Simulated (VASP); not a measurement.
Runs of VASP 6.6.1 on SiC. The structure is that of space group P6_3mc (No. 186), or close to it. The cells are those of the table. 

```tsv
cell	gap on the mesh (eV)	pressure (GPa)	largest force (eV/Å)
a = 3.137, b = 3.137, c = 5.032 Å, angles 90.0, 90.0, 120.0°, 4 atoms	2.79	(a)	-
a = 3.075, b = 3.075, c = 5.048 Å, angles 90.0, 90.0, 120.0°, 4 atoms	(c)	-0.2	-
a = 2.891, b = 2.891, c = 5.109 Å, angles 90.0, 90.0, 120.0°, 4 atoms	1.72	31.9	0.01
a = 2.952, b = 2.952, c = 5.170 Å, angles 90.0, 90.0, 120.0°, 4 atoms	2.17	(b)	0.39
```

Alike in all rows: task single point; level r2SCAN; potentials or basis VASP PAW PBE potentials, release 64 (Si, C); no spin polarisation; k mesh 12 × 12 × 6; cutoff (eV) 520; smearing gaussian 0.02 eV.

Task: Fill in the values left out.

Result: (a) -7.9; (b) 15.8; (c) 2.66.

Caveats: the PAW data sets were made with another functional, which shifts forces and pressure a little.

A k mesh can miss the band edges.
